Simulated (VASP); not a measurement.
# TiAl (P4/mmm) in VASP: further runs

Runs on TiAl. Level: PBEsol. Tasks: single point.

Program: VASP 6.6.1. These are calculated values, not measurements. Logs are shortened: lines on timing, memory, paths and dates and some standing lists are left out, and cuts for length are marked.

## 1. The cell of the first run

Symmetry: P4/mmm, No. 123, tetragonal system. Conventional cell: a = 3.080 Å, b = 3.080 Å, c = 3.388 Å, α = 90.00°, β = 90.00°, γ = 90.00°. Ti (site symmetry 4/mmm) has 8 Al at 2.76 Å and 6 Ti at 3.08 to 3.39 Å within 3.6 Å. Al (site symmetry 4/mmm) has 8 Ti at 2.76 Å and 6 Al at 3.08 to 3.39 Å within 3.6 Å.

## 2. Single point, PBEsol

The input, INCAR:

```
PREC = Accurate ; ENCUT = 520
EDIFF = 1E-7 ; ISMEAR = 0
SIGMA = 0.15 ; LREAL = False
LASPH = True ; NELM = 80
ALGO = Fast ; ISIF = 2
LWAVE = False ; LCHARG = False
GGA = PS ; NBANDS = 14
```

The input, KPOINTS:

```
regular mesh
0
Gamma
  16 16 16
```

The input, POSCAR:

```
TiAl
1.0
    3.0796524629      0.0000000000      0.0000000000
    0.0000000000      3.0796524629      0.0000000000
    0.0000000000      0.0000000000      3.3876177092
Ti Al
1 1
Direct
    0.0000000000      0.0000000000      0.0000000000
    0.5000000000      0.5000000000      0.5000000000
```

Potentials or basis: VASP PAW PBE potentials, release 64 (Ti_sv, Al).

Started as:

```bash
> cat potpaw_PBE.64/Ti_sv/POTCAR potpaw_PBE.64/Al/POTCAR > POTCAR
> mpirun -np 1 vasp_std > vasp.out
```

OUTCAR:

```text
PREC = Accurate
   ENCUT = 520
   EDIFF = 1E-7
   ISMEAR = 0
   LREAL = False
   LASPH = True
   NELM = 80
   ISIF = 2
   GGA = PS

 ion  position               nearest neighbor table
   1  0.000  0.000  0.000-   2 2.76   2 2.76   2 2.76   2 2.76   2 2.76   2 2.76   2 2.76   2 2.76

   2  0.500  0.500  0.500-   1 2.76   1 2.76   1 2.76   1 2.76   1 2.76   1 2.76   1 2.76   1 2.76

  LATTYP: Found a simple tetragonal cell.
 ALAT       =     3.0796524629
 C/A-ratio  =     1.1000000000

  Lattice vectors:

 A1 = (   3.0796524629,   0.0000000000,   0.0000000000)
 A2 = (   0.0000000000,   3.0796524629,   0.0000000000)
 A3 = (   0.0000000000,   0.0000000000,   3.3876177092)

Analysis of symmetry for initial positions (statically):
=====================================================================
 Subroutine PRICEL returns:
 Original cell was already a primitive cell.

 Routine SETGRP: Setting up the symmetry group for a
 simple tetragonal supercell.

 Subroutine GETGRP returns: Found 16 space group operations
 (whereof 16 operations were pure point group operations)
 out of a pool of 16 trial point group operations.

The static configuration has the point symmetry D_4h.

Analysis of symmetry for dynamics (positions and initial velocities):
=====================================================================
 Subroutine PRICEL returns:
 Original cell was already a primitive cell.

 Routine SETGRP: Setting up the symmetry group for a
 simple tetragonal supercell.

 Subroutine GETGRP returns: Found 16 space group operations
 (whereof 16 operations were pure point group operations)
 out of a pool of 16 trial point group operations.

The dynamic configuration has the point symmetry D_4h.

 Subroutine INISYM returns: Found 16 space group operations
 (whereof 16 operations are pure point group operations),
 and found     1 'primitive' translations

----------------------------------------------------------------------------------------

                                     Primitive cell

  volume of cell :      32.1290

  direct lattice vectors                    reciprocal lattice vectors
     3.079652463  0.000000000  0.000000000     0.324711964  0.000000000  0.000000000
     0.000000000  3.079652463  0.000000000     0.000000000  0.324711964  0.000000000
     0.000000000  0.000000000  3.387617709     0.000000000  0.000000000  0.295192695

  length of vectors
     3.079652463  3.079652463  3.387617709     0.324711964  0.324711964  0.295192695

  position of ions in fractional coordinates (direct lattice)
     0.000000000  0.000000000  0.000000000
     0.500000000  0.500000000  0.500000000

  ion indices of the primitive-cell ions
   primitive index   ion index
                 1           1
                 2           2

----------------------------------------------------------------------------------------

 KPOINTS: regular mesh

Automatic generation of k-mesh.
 Grid dimensions read from file:
 generate k-points for:   16   16   16

 Generating k-lattice:

  Cartesian coordinates                     Fractional coordinates (reciprocal lattice)
     0.020294498  0.000000000  0.000000000     0.062500000  0.000000000  0.000000000
     0.000000000  0.020294498  0.000000000     0.000000000  0.062500000  0.000000000
     0.000000000  0.000000000  0.018449543     0.000000000  0.000000000  0.062500000

  Length of vectors
     0.020294498  0.020294498  0.018449543

  Shift w.r.t. Gamma in fractional coordinates (k-lattice)
     0.000000000  0.000000000  0.000000000

 Subroutine IBZKPT returns following result:
 ===========================================

 Found    405 irreducible k-points:

 Following reciprocal coordinates:
            Coordinates               Weight
  0.000000  0.000000  0.000000      1.000000
  0.062500  0.000000  0.000000      4.000000
  0.125000  0.000000  0.000000      4.000000
  0.187500  0.000000  0.000000      4.000000
  0.250000  0.000000  0.000000      4.000000
  0.312500  0.000000  0.000000      4.000000
[... 16 lines left out ...]
  0.437500  0.125000  0.000000      8.000000
  0.500000  0.125000  0.000000      4.000000
 [... further k-points ...]
   k-points           NKPTS =    405   k-points in BZ     NKDIM =    405   number of bands    NBANDS=     14
   number of dos      NEDOS =    301   number of ions     NIONS =      2
   total plane-waves  NPLWV =  16128
   dimension x,y,z NGX =    24 NGY =   24 NGZ =   28
   dimension x,y,z NGXF=    48 NGYF=   48 NGZF=   56
   ions per type =               1   1
   NGX,Y,Z   is equivalent  to a cutoff of  12.96, 12.96, 13.74 a.u.
   NGXF,Y,Z  is equivalent  to a cutoff of  25.91, 25.91, 27.48 a.u.
 SYSTEM =  unknown system
   PREC   = accura    normal or accurate (medium, high low for compatibility)
   ISTART =      0    job   : 0-new  1-cont  2-samecut
   ICHARG =      2    charge: 1-file 2-atom 10-const
   ISPIN  =      1    spin polarized calculation?
   LNONCOLLINEAR =      F non collinear calculations
   LSORBIT =      F    spin-orbit coupling
   LASPH  =      T    aspherical Exc in radial PAW
   ENCUT  =  520.0 eV  38.22 Ry    6.18 a.u.   5.73  5.73  6.30*2*pi/ulx,y,z
   NELM   =     80;   NELMIN=  2; NELMDL= -5     # of ELM steps
   EDIFF  = 0.1E-06   stopping-criterion for ELM
   LREAL  =      F    real-space projection
   EDIFFG = 0.1E-05   stopping-criterion for IOM
   NSW    =      0    number of steps for IOM
   IBRION =     -1    ionic relax: 0-MD 1-quasi-New 2-CG
   NFREE  =      0    steps in history (QN), initial steepest desc. (CG)
   ISIF   =      2    stress and relaxation
   ISYM   =      2    0-nonsym 1-usesym 2-fastsym
   POTIM  = 0.5000    time-step for ionic-motion
   TEBEG  =    0.0;   TEEND  =   0.0 temperature during run
   PSTRESS=    0.0 pullay stress
   NELECT =      15.0000    total number of electrons
   NUPDOWN=      -1.0000    fix difference up-down
   EMIN   =  10.00;   EMAX   =-10.00  energy-range for DOS
   EFERMI =   0.00;   METHOD = LEGACY
   ISMEAR =     0;   SIGMA  =   0.15  broadening in eV -4-tet -1-fermi 0-gaus
   EFERMI_NEDOS =   21; number of points for ismear=-14 and -15
   IALGO  =     68    algorithm
   IMIX   =      4    mixing-type and parameters
     AMIX     =   0.40;   BMIX     =  1.00
     AMIX_MAG =   1.60;   BMIX_MAG =  1.00
  volume/ion in A,a.u.               =      16.06       108.41
  Fermi-wavevector in a.u.,A,eV,Ry     =   1.270007  2.399964 21.945065  1.612917
  Thomas-Fermi vector in A             =   2.403017
   LORBIT       =      0    0 simple, 1 ext, 2 COOP (PROOUT), +10 PAW based schemes
   GGA     = PS    functional components
   LHFCALC =     F    Hartree Fock is set to
   AEXX    =    0.0000 exact exchange contribution
   IVDW    =     0    specifies the selected vdW correction
   LEPSILON=     F    determine dielectric tensor
   LRPA    =     F    only Hartree local field effects (RPA)
 non-spin polarized calculation
 RMM-DIIS sequential band-by-band and
 Gauss-broadening in eV      SIGMA  =   0.15
  energy-cutoff  :      520.00
  volume of cell :       32.13
 maximum number of plane-waves:       896
 NGX is ok and might be reduce to    24
   NGX = 11   NGY = 11   NGZ = 13

 number of electron      15.0000007 magnetization

 Free energy of the ion-electron system (eV)
  ---------------------------------------------------
  ext. energy  EPLUGINS =         0.00000000
  ---------------------------------------------------
  free energy    TOTEN  =       -13.02127168 eV

  energy without entropy =      -12.99147152  energy(sigma->0) =      -13.00637160

 E-fermi :   8.6035     XC(G=0): -11.1874

 val. band max:        8.6027050451   @ k =   0.2500   0.1875   0.1875
 cond. band min:       8.6044377138   @ k =   0.5000   0.1875   0.1875
 fundamental gap:      0.0017326687
 Fermi energy:         8.6035113140

 k-point     1 :       0.0000    0.0000    0.0000
  band No.  band energies     occupation
      1     -47.9826      2.00000
      2     -24.3601      2.00000
      3     -24.2364      2.00000
      4     -24.2364      2.00000
      5      -0.5901      2.00000
      6       7.0899      2.00000
      7       7.3532      2.00000
      8      10.3558      0.00000
      9      10.3558      0.00000
     10      10.7884      0.00000
     11      11.4817      0.00000
     12      13.9844      0.00000
     13      13.9844      0.00000
     14      17.4593      0.00000

 k-point     2 :       0.0625    0.0000    0.0000
  band No.  band energies     occupation
      1     -47.9818      2.00000
      2     -24.3593      2.00000
      3     -24.2453      2.00000
      4     -24.2357      2.00000
      5      -0.5236      2.00000
      6       7.1146      2.00000
      7       7.3486      2.00000
      8      10.1146      0.00000
      9      10.3653      0.00000
     10      10.6921      0.00000
     11      11.7640      0.00000
     12      13.6015      0.00000
     13      14.1218      0.00000
     14      17.3715      0.00000

 k-point     3 :       0.1250    0.0000    0.0000
  band No.  band energies     occupation
      1     -47.9794      2.00000
      2     -24.3568      2.00000
      3     -24.2706      2.00000
      4     -24.2335      2.00000
      5      -0.3259      2.00000
      6       7.1465      2.00000
      7       7.3451      2.00000
      8       9.6781      0.00000
      9      10.3924      0.00000
     10      10.4489      0.00000
     11      12.3261      0.00000
     12      12.8335      0.00000
     13      14.4908      0.00000
     14      17.0163      0.00000
[... 324 lines left out ...]
 k-point    23 :       0.4375    0.1250    0.0000
  band No.  band energies     occupation
      1     -47.9582      2.00000
      2     -24.4529      2.00000
      3     -24.3346      2.00000
      4     -24.2492      2.00000
      5       2.5720      2.00000
      6       4.3987      2.00000
      7       8.2229      1.99967
      8       8.2660      1.99854
      9       8.9178      0.00304
     10      10.2639      0.00000
     11      11.9404      0.00000
     12      15.2617      0.00000
     13      16.4136      0.00000
     14      16.6218      0.00000

 k-point    24 :       0.5000    0.1250    0.0000
  band No.  band energies     occupation
      1     -47.9574      2.00000
      2     -24.4614      2.00000
      3     -24.3337      2.00000
      4     -24.2484      2.00000
      5       3.0920      2.00000
      6       3.8300      2.00000
      7       8.2198      1.99970
      8       8.3155      1.99337
      9       8.8312      0.03181
     10      10.2779      0.00000
     11      11.9997      0.00000
     12      15.2334      0.00000
     13      17.1716      0.00000
     14      17.2695      0.00000

 [... further k-points ...]
[... 5 lines left out ...]
  --------------------------------------------------------------------------------------
  -------------------------------------------------------------------------------------
  Total       -0.9235421     -0.9235421      0.4795288      0.0000000     -0.0000000      0.0000000
  in kB      -46.0542227    -46.0542227     23.9126344      0.0000000     -0.0000000      0.0000000
  external PRESSURE =     -22.7319370 kB  Pullay stress =       0.0000000 kB

 VOLUME and BASIS-vectors are now :
 -----------------------------------------------------------------------------
  energy-cutoff  :      520.00
  volume of cell :       32.13
      direct lattice vectors                 reciprocal lattice vectors
     3.079652463  0.000000000  0.000000000     0.324711964  0.000000000  0.000000000
     0.000000000  3.079652463  0.000000000     0.000000000  0.324711964  0.000000000
     0.000000000  0.000000000  3.387617709     0.000000000  0.000000000  0.295192695

 POSITION                                       TOTAL-FORCE (eV/Angst)
 -----------------------------------------------------------------------------------
      0.00000      0.00000      0.00000         0.000000      0.000000      0.000000
      1.53983      1.53983      1.69381         0.000000      0.000000      0.000000
 -----------------------------------------------------------------------------------
    total drift:                                0.000000      0.000000      0.000000

  FREE ENERGIE OF THE ION-ELECTRON SYSTEM (eV)
  ---------------------------------------------------
  free  energy   TOTEN  =       -13.0212716788 eV

  energy  without entropy=      -12.9914715225  energy(sigma->0) =      -13.00637160
```

It took 3.3 min on 1 thread of AMD EPYC 9R45 (Zen 5), shared host; peak memory 0.27 GiB.

What came out:

```yaml
Free_energy: -13.0213 eV
Pressure: -2.3 GPa
Band_gap_on_the_k_mesh: zero (an odd number of electrons rules out a gap without spin polarisation)
```

Caveat: the PAW data sets were made with another functional, which shifts forces and pressure a little.

(Continued in part 2 of 2.)
